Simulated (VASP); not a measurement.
# CuMoH6 (Pm-3m) in VASP: notebook

Runs on CuMoH6. Level: PBE. Tasks: single point.

All numbers are computed with VASP 6.6.1; they aren't measurements. Logs are shortened: lines on timing, memory, paths and dates and some standing lists are left out, and cuts for length are marked.

### Step 1. The cell of the first run

Symmetry: Pm-3m, No. 221, cubic system. The conventional cell has a = 4.440 Å, b = 4.440 Å, c = 4.440 Å, α = 90.00°, β = 90.00°, γ = 90.00°. Cu (site symmetry m-3m) has 6 H at 1.78 Å within 2.4 Å. Within 1.2 Å of H (site symmetry 4mm) lie 1 H at 0.88 Å. Within 4.2 Å of Mo (site symmetry m-3m) lie 24 H at 3.17 Å and 8 Cu at 3.85 Å.

The cell was generated, and may not be a known phase.

### Step 2. Single point, PBE, collinear spin

Input file INCAR:

```
PREC = Accurate
ENCUT = 520
EDIFF = 1E-6
ISMEAR = 0
SIGMA = 0.1
LREAL = F
LASPH = T
NELM = 150
ALGO = Normal
ISIF = 2
LWAVE = F
LCHARG = F
ISPIN = 2
MAGMOM = 0 0 0 0 0 0 0 4.6
LORBIT = 11
LMAXMIX = 4
GGA = PE
NBANDS = 30
```

Input file KPOINTS:

```
Automatic mesh
0
Gamma
  8 8 8
```

Input file POSCAR:

```
CuMoH6
1.0
    4.4398657388      0.0000000000      0.0000000000
    0.0000000000      4.4398657388      0.0000000000
    0.0000000000      0.0000000000      4.4398657388
Cu H Mo
1 6 1
Direct
    0.5000000000      0.5000000000      0.5000000000
    0.9011532391      0.5000000000      0.5000000000
    0.0988467609      0.5000000000      0.5000000000
    0.5000000000      0.9011532391      0.5000000000
    0.5000000000      0.0988467609      0.5000000000
    0.5000000000      0.5000000000      0.9011532391
    0.5000000000      0.5000000000      0.0988467609
    0.0000000000      0.0000000000      0.0000000000
```

Potentials or basis: VASP PAW PBE potentials, release 64 (Cu, H, Mo_sv).

Started as:

```console
cat potpaw_PBE.64/Cu/POTCAR potpaw_PBE.64/H/POTCAR potpaw_PBE.64/Mo_sv/POTCAR > POTCAR
mpirun -np 1 vasp_std > vasp.out
```

OUTCAR:

```text
PREC = Accurate
   ENCUT = 520
   EDIFF = 1E-6
   ISMEAR = 0
   LREAL = F
   LASPH = T
   NELM = 150
   ISIF = 2
   ISPIN = 2
   LORBIT = 11
   GGA = PE

 ion  position               nearest neighbor table
   1  0.500  0.500  0.500-   2 1.78   3 1.78   4 1.78   5 1.78   6 1.78   7 1.78
   2  0.901  0.500  0.500-   3 0.88   1 1.78
   3  0.099  0.500  0.500-   2 0.88   1 1.78
   4  0.500  0.901  0.500-   5 0.88   1 1.78
   5  0.500  0.099  0.500-   4 0.88   1 1.78
   6  0.500  0.500  0.901-   7 0.88   1 1.78
   7  0.500  0.500  0.099-   6 0.88   1 1.78
   8  0.000  0.000  0.000-

  LATTYP: Found a simple cubic cell.
 ALAT       =     4.4398657388

  Lattice vectors:

 A1 = (   4.4398657388,   0.0000000000,   0.0000000000)
 A2 = (   0.0000000000,   4.4398657388,   0.0000000000)
 A3 = (   0.0000000000,   0.0000000000,   4.4398657388)

Analysis of symmetry for initial positions (statically):
=====================================================================
 Subroutine PRICEL returns:
 Original cell was already a primitive cell.

 Routine SETGRP: Setting up the symmetry group for a
 simple cubic supercell.

 Subroutine GETGRP returns: Found 48 space group operations
 (whereof 48 operations were pure point group operations)
 out of a pool of 48 trial point group operations.

The static configuration has the point symmetry O_h .

Analysis of symmetry for dynamics (positions and initial velocities):
=====================================================================
 Subroutine PRICEL returns:
 Original cell was already a primitive cell.

 Routine SETGRP: Setting up the symmetry group for a
 simple cubic supercell.

 Subroutine GETGRP returns: Found 48 space group operations
 (whereof 48 operations were pure point group operations)
 out of a pool of 48 trial point group operations.

The dynamic configuration has the point symmetry O_h .

Analysis of structural, dynamic, and magnetic symmetry:
=====================================================================
 Subroutine PRICEL returns:
 Original cell was already a primitive cell.

 Routine SETGRP: Setting up the symmetry group for a
 simple cubic supercell.

 Subroutine GETGRP returns: Found 48 space group operations
 (whereof 48 operations were pure point group operations)
 out of a pool of 48 trial point group operations.

The overall configuration has the point symmetry O_h .

 Subroutine INISYM returns: Found 48 space group operations
 (whereof 48 operations are pure point group operations),
 and found     1 'primitive' translations

----------------------------------------------------------------------------------------

                                     Primitive cell

  volume of cell :      87.5204

  direct lattice vectors                    reciprocal lattice vectors
     4.439865739  0.000000000  0.000000000     0.225232036  0.000000000  0.000000000
     0.000000000  4.439865739  0.000000000     0.000000000  0.225232036  0.000000000
     0.000000000  0.000000000  4.439865739     0.000000000  0.000000000  0.225232036

  length of vectors
     4.439865739  4.439865739  4.439865739     0.225232036  0.225232036  0.225232036

  position of ions in fractional coordinates (direct lattice)
     0.500000000  0.500000000  0.500000000
     0.901153239  0.500000000  0.500000000
     0.098846761  0.500000000  0.500000000
     0.500000000  0.901153239  0.500000000
     0.500000000  0.098846761  0.500000000
     0.500000000  0.500000000  0.901153239
     0.500000000  0.500000000  0.098846761
     0.000000000  0.000000000  0.000000000

  ion indices of the primitive-cell ions
   primitive index   ion index
                 1           1
                 2           2
                 3           3
                 4           4
                 5           5
                 6           6
                 7           7
                 8           8

----------------------------------------------------------------------------------------

 KPOINTS: Automatic mesh

Automatic generation of k-mesh.
 Grid dimensions read from file:
 generate k-points for:    8    8    8

 Generating k-lattice:

  Cartesian coordinates                     Fractional coordinates (reciprocal lattice)
     0.028154005  0.000000000  0.000000000     0.125000000  0.000000000  0.000000000
     0.000000000  0.028154005  0.000000000     0.000000000  0.125000000  0.000000000
     0.000000000  0.000000000  0.028154005     0.000000000  0.000000000  0.125000000

  Length of vectors
     0.028154005  0.028154005  0.028154005

  Shift w.r.t. Gamma in fractional coordinates (k-lattice)
     0.000000000  0.000000000  0.000000000

 Subroutine IBZKPT returns following result:
 ===========================================

 Found     35 irreducible k-points:

 Following reciprocal coordinates:
            Coordinates               Weight
  0.000000  0.000000  0.000000      1.000000
  0.125000  0.000000  0.000000      6.000000
  0.250000  0.000000  0.000000      6.000000
  0.375000  0.000000  0.000000      6.000000
  0.500000  0.000000  0.000000      3.000000
  0.125000  0.125000  0.000000     12.000000
[... 16 lines left out ...]
  0.375000  0.375000  0.125000     24.000000
  0.500000  0.375000  0.125000     24.000000
 [... further k-points ...]
   k-points           NKPTS =     35   k-points in BZ     NKDIM =     35   number of bands    NBANDS=     30
   number of dos      NEDOS =    301   number of ions     NIONS =      8
   total plane-waves  NPLWV =  46656
   dimension x,y,z NGX =    36 NGY =   36 NGZ =   36
   dimension x,y,z NGXF=    72 NGYF=   72 NGZF=   72
   ions per type =               1   6   1
   NGX,Y,Z   is equivalent  to a cutoff of  13.48, 13.48, 13.48 a.u.
   NGXF,Y,Z  is equivalent  to a cutoff of  26.96, 26.96, 26.96 a.u.
 SYSTEM =  unknown system
   PREC   = accura    normal or accurate (medium, high low for compatibility)
   ISTART =      0    job   : 0-new  1-cont  2-samecut
   ICHARG =      2    charge: 1-file 2-atom 10-const
   ISPIN  =      2    spin polarized calculation?
   LNONCOLLINEAR =      F non collinear calculations
   LSORBIT =      F    spin-orbit coupling
   LASPH  =      T    aspherical Exc in radial PAW
   ENCUT  =  520.0 eV  38.22 Ry    6.18 a.u.   8.26  8.26  8.26*2*pi/ulx,y,z
   NELM   =    150;   NELMIN=  2; NELMDL= -5     # of ELM steps
   EDIFF  = 0.1E-05   stopping-criterion for ELM
   LREAL  =      F    real-space projection
   EDIFFG = 0.1E-04   stopping-criterion for IOM
   NSW    =      0    number of steps for IOM
   IBRION =     -1    ionic relax: 0-MD 1-quasi-New 2-CG
   NFREE  =      0    steps in history (QN), initial steepest desc. (CG)
   ISIF   =      2    stress and relaxation
   ISYM   =      2    0-nonsym 1-usesym 2-fastsym
   POTIM  = 0.5000    time-step for ionic-motion
   TEBEG  =    0.0;   TEEND  =   0.0 temperature during run
   PSTRESS=    0.0 pullay stress
   NELECT =      31.0000    total number of electrons
   NUPDOWN=      -1.0000    fix difference up-down
   EMIN   =  10.00;   EMAX   =-10.00  energy-range for DOS
   EFERMI =   0.00;   METHOD = LEGACY
   ISMEAR =     0;   SIGMA  =   0.10  broadening in eV -4-tet -1-fermi 0-gaus
   EFERMI_NEDOS =   21; number of points for ismear=-14 and -15
   IALGO  =     38    algorithm
   IMIX   =      4    mixing-type and parameters
     AMIX     =   0.40;   BMIX     =  1.00
     AMIX_MAG =   1.60;   BMIX_MAG =  1.00
  volume/ion in A,a.u.               =      10.94        73.83
  Fermi-wavevector in a.u.,A,eV,Ry     =   1.158312  2.188892 18.254756  1.341687
  Thomas-Fermi vector in A             =   2.294915
   LORBIT       =     11    0 simple, 1 ext, 2 COOP (PROOUT), +10 PAW based schemes
   GGA     = PE    functional components
   LHFCALC =     F    Hartree Fock is set to
   AEXX    =    0.0000 exact exchange contribution
   IVDW    =     0    specifies the selected vdW correction
   LEPSILON=     F    determine dielectric tensor
   LRPA    =     F    only Hartree local field effects (RPA)
 spin polarized calculation
 Gauss-broadening in eV      SIGMA  =   0.10
  energy-cutoff  :      520.00
  volume of cell :       87.52
 maximum number of plane-waves:      2375
 NGX is ok and might be reduce to    36
   NGX = 17   NGY = 17   NGZ = 17

 number of electron      31.0000015 magnetization       5.6069423

 Free energy of the ion-electron system (eV)
  ---------------------------------------------------
  ext. energy  EPLUGINS =         0.00000000
  ---------------------------------------------------
  free energy    TOTEN  =       -26.68708377 eV

  energy without entropy =      -26.67623976  energy(sigma->0) =      -26.68166176

 E-fermi :   2.5159     XC(G=0):  -8.6615

 val. band max:        2.5101989477   @ k =   0.3750   0.2500   0.1250
 cond. band min:       2.5218040819   @ k =   0.5000   0.3750   0.2500
 fundamental gap:      0.0116051342
 Fermi energy:         2.5159042020

 spin component 1

 k-point     1 :       0.0000    0.0000    0.0000
  band No.  band energies     occupation
      1     -58.9771      1.00000
      2     -33.2424      1.00000
      3     -33.2424      1.00000
      4     -33.2424      1.00000
      5      -7.6705      1.00000
      6      -5.0350      1.00000
[... 19 lines left out ...]
     26      11.7784      0.00000
     27      11.7784      0.00000

 k-point     2 :       0.1250    0.0000    0.0000
  band No.  band energies     occupation
      1     -58.9771      1.00000
      2     -33.2430      1.00000
      3     -33.2423      1.00000
      4     -33.2423      1.00000
      5      -7.5845      1.00000
      6      -5.0728      1.00000
[... 652 lines left out ...]
 k-point    24 :       0.5000    0.3750    0.1250
  band No.  band energies     occupation
      1     -58.9769      1.00000
      2     -33.2459      1.00000
      3     -33.2453      1.00000
      4     -33.2424      1.00000
      5      -6.1649      1.00000
      6      -5.3672      1.00000
[... 19 lines left out ...]
     26      11.6077      0.00000
     27      12.6872      0.00000

 [... further k-points ...]

 spin component 2

 k-point     1 :       0.0000    0.0000    0.0000
  band No.  band energies     occupation
      1     -56.3682      1.00000
      2     -30.3326      1.00000
      3     -30.3326      1.00000
      4     -30.3326      1.00000
      5      -7.4630      1.00000
      6      -4.9100      1.00000
[... 19 lines left out ...]
     26      12.3039      0.00000
     27      12.3039      0.00000

 k-point     2 :       0.1250    0.0000    0.0000
  band No.  band energies     occupation
      1     -56.3682      1.00000
      2     -30.3332      1.00000
      3     -30.3326      1.00000
      4     -30.3326      1.00000
      5      -7.3821      1.00000
      6      -4.9435      1.00000
[... 652 lines left out ...]
 k-point    24 :       0.5000    0.3750    0.1250
  band No.  band energies     occupation
      1     -56.3680      1.00000
      2     -30.3362      1.00000
      3     -30.3356      1.00000
      4     -30.3326      1.00000
      5      -6.0320      1.00000
      6      -5.2123      1.00000
[... 19 lines left out ...]
     26      12.2358      0.00000
     27      13.3821      0.00000

 [... further k-points ...]

 [bands above 27 left out]

------------------------ aborting loop because EDIFF is reached ----------------------------------------

  FORCE on cell =-STRESS in cart. coord.  units (eV):
  Direction    XX          YY          ZZ          XY          YZ          ZX
  --------------------------------------------------------------------------------------
  -------------------------------------------------------------------------------------
  Total       -0.1364989     -0.1364989     -0.1364989     -0.0000000      0.0000000      0.0000000
  in kB       -2.4987923     -2.4987923     -2.4987923     -0.0000000      0.0000000      0.0000000
  external PRESSURE =      -2.4987923 kB  Pullay stress =       0.0000000 kB

 VOLUME and BASIS-vectors are now :
 -----------------------------------------------------------------------------
  energy-cutoff  :      520.00
  volume of cell :       87.52
      direct lattice vectors                 reciprocal lattice vectors
     4.439865739  0.000000000  0.000000000     0.225232036  0.000000000  0.000000000
     0.000000000  4.439865739  0.000000000     0.000000000  0.225232036  0.000000000
     0.000000000  0.000000000  4.439865739     0.000000000  0.000000000  0.225232036

 POSITION                                       TOTAL-FORCE (eV/Angst)
 -----------------------------------------------------------------------------------
      2.21993      2.21993      2.21993         0.000000      0.000000      0.000000
      4.00100      2.21993      2.21993         0.042575      0.000000      0.000000
      0.43887      2.21993      2.21993        -0.042575     -0.000000      0.000000
      2.21993      4.00100      2.21993         0.000000      0.042575      0.000000
      2.21993      0.43887      2.21993        -0.000000     -0.042575      0.000000
      2.21993      2.21993      4.00100         0.000000      0.000000      0.042575
      2.21993      2.21993      0.43887        -0.000000     -0.000000     -0.042575
      0.00000      0.00000      0.00000         0.000000      0.000000      0.000000
 -----------------------------------------------------------------------------------
    total drift:                                0.000000      0.000000      0.000000

  FREE ENERGIE OF THE ION-ELECTRON SYSTEM (eV)
  ---------------------------------------------------
  free  energy   TOTEN  =       -26.6870837670 eV

  energy  without entropy=      -26.6762397612  energy(sigma->0) =      -26.68166176

 total charge

# of ion       s       p       d       tot
------------------------------------------
    1        0.511   0.279   9.199   9.990
    2        0.538   0.026   0.000   0.565
    3        0.538   0.026   0.000   0.565
    4        0.538   0.026   0.000   0.565
    5        0.538   0.026   0.000   0.565
    6        0.538   0.026   0.000   0.565
    7        0.538   0.026   0.000   0.565
    8        2.235   5.955   3.968  12.159
--------------------------------------------------
tot          5.978   6.391  13.167  25.536

 magnetization (x)

# of ion       s       p       d       tot
------------------------------------------
    1        0.001  -0.004   0.061   0.059
    2        0.010   0.002   0.000   0.011
    3        0.010   0.002   0.000   0.011
    4        0.010   0.002   0.000   0.011
    5        0.010   0.002   0.000   0.011
    6        0.010   0.002   0.000   0.011
    7        0.010   0.002   0.000   0.011
    8        0.220   0.021   3.910   4.151
--------------------------------------------------
tot          0.279   0.027   3.971   4.277
```

Wall time 3.3 min (1 thread of Oxide Virtual Turin-like, shared host); peak memory 0.3 GiB.

Results:

```
Free energy                                           : -26.6871 eV
Pressure                                              : -0.2 GPa
Largest force                                         : 0.043 eV/Å
Net moment                                            : 5.61 μB per cell
Site moments                                          : Cu +0.06; H +0.01; Mo +4.15 μB
Valence electrons inside the program's atomic spheres : Cu 9.99; H 0.56; Mo 12.16
```

Forces on the atoms (eV/Å):
```
Cu   0.000  0.000  0.000
H    0.043  0.000  0.000
H   -0.043  0.000  0.000
H    0.000  0.043  0.000
H    0.000 -0.043  0.000
H    0.000  0.000  0.043
H    0.000  0.000 -0.043
Mo   0.000  0.000  0.000
```

### Step 3. Single point, PBE, collinear spin

This run uses another cell than the first one, of 10.83 Å³/atom.

Input file INCAR:

```
PREC = Accurate ; ENCUT = 520
EDIFF = 1E-6 ; ISMEAR = 0
SIGMA = 0.1 ; LREAL = F
LASPH = T ; NELM = 150
ALGO = Fast ; ISIF = 2
LWAVE = F ; LCHARG = T
ISPIN = 2 ; MAGMOM = 0 0 0 0 0 0 0 3.87
LORBIT = 11 ; LMAXMIX = 4
GGA = PE ; LELF = T
LVHAR = T ; NBANDS = 30
```

Input file KPOINTS:

```
regular mesh
0
Gamma
  10 10 10
```

Input file POSCAR:

```
CuMoH6
1.0
    4.4250539320      0.0000000000      0.0000000000
    0.0000000000      4.4250539320      0.0000000000
    0.0000000000      0.0000000000      4.4250539320
Cu H Mo
1 6 1
Direct
    0.5000000000      0.5000000000      0.5000000000
    0.9002784923      0.5000000000      0.5000000000
    0.0997215077      0.5000000000      0.5000000000
    0.5000000000      0.9002784923      0.5000000000
    0.5000000000      0.0997215077      0.5000000000
    0.5000000000      0.5000000000      0.9002784923
    0.5000000000      0.5000000000      0.0997215077
    0.0000000000      0.0000000000      0.0000000000
```

Potentials or basis: VASP PAW PBE potentials, release 64 (Cu, H, Mo_sv).

Started as:

```console
cat potpaw_PBE.64/Cu/POTCAR potpaw_PBE.64/H/POTCAR potpaw_PBE.64/Mo_sv/POTCAR > POTCAR
mpirun -np 1 vasp_std > vasp.out
```

It took 5.4 min on 1 thread of Oxide Virtual Turin-like, shared host; peak memory 0.36 GiB.

It converged, with:

```yaml
Free_energy: -26.6839 eV
Pressure: 0.0 GPa
Largest_force: 0.043 eV/Å
Net_moment: 5.52 μB per cell
Site_moments: Cu +0.05; H +0.01; Mo +4.13 μB
Valence_electrons_inside_the_program's_atomic_spheres: Cu 10.00; H 0.56; Mo 12.15
```

Forces in eV/Å, atoms in the order of the input:
```
Cu   0.000  0.000  0.000
H    0.043  0.000  0.000
H   -0.043  0.000  0.000
H    0.000  0.043  0.000
H    0.000 -0.043  0.000
H    0.000  0.000  0.043
H    0.000  0.000 -0.043
Mo   0.000  0.000  0.000
```

Levels at points of the mesh, in eV from the Fermi level:
Spin up:
```
           k point  band 16  band 17  band 18  band 19  band 20  band 21
(0.00, 0.00, 0.00)    -0.96    -0.96     0.26     0.34     0.34     0.34
(0.50, 0.00, 0.00)    -0.97    -0.96    -0.28     1.84     1.84     2.21
(0.50, 0.50, 0.00)    -0.75    -0.70     0.07     0.13     1.48     2.69
(0.50, 0.50, 0.50)    -0.80    -0.72    -0.72     1.15     1.36     1.36
```
Spin down:
```csv
k point,band 11,band 12,band 13,band 14,band 15,band 16
"(0.00, 0.00, 0.00)",-1.96,-1.96,0.58,0.58,0.58,1.81
"(0.50, 0.00, 0.00)",-3.21,-1.91,0.37,0.37,1.25,1.40
"(0.50, 0.50, 0.00)",-3.27,-3.27,0.16,0.50,1.50,1.80
"(0.50, 0.50, 0.50)",-3.35,-3.35,-3.35,2.30,2.30,2.30
```
